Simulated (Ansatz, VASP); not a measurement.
One calculation of Ga2SeS3, two programs

```xyz
6
Lattice="3.6500 0.0000 0.0000 -1.8250 3.1610 0.0000 0.0000 0.0000 11.2000" Properties=species:S:1:pos:R:3 pbc="T T T"
Ga    1.8250    1.0537    4.9952
Ga    0.0000    2.1073    1.2992
Se    0.0000    2.1073    8.5120
S     0.0000    0.0000    5.8464
S     1.8250    1.0537    2.6992
S     0.0000    0.0000    0.0000
```

Alike in both runs: task relaxation of cell and atoms; functional PBE; k mesh 4 × 4 × 1; occupations gaussian, width 0.15 eV; no spin polarisation.

```csv
,VASP,Ansatz
version,VASP 6.6.1,Ansatz 0.2.0
potentials or method,"VASP PAW PBE potentials, release 64 (Ga_d, Se, S), cutoff 500 eV","scalar-relativistic, plane waves, PAW"
valence electrons in the cell,50,60
```

|  | VASP | Ansatz | Ansatz less VASP |
| --- | --- | --- | --- |
| gap on the k mesh at the Fermi level, each at its own relaxed structure (eV) | none | none | - |
| relaxed volume (Å³/atom) | 21.74 | 21.28 | -0.458 |
| relaxed cell length with the largest relative difference (Å) | 11.783 | 11.582 | -0.2008 |

A gap of «none» marks a metal or a gap that the smearing closes. VASP's potentials hold 50 valence electrons a cell and Ansatz's 60, so a difference there can come from the potentials and not from the codes.

The k mesh is coarse, so the values compare programs but aren't converged.
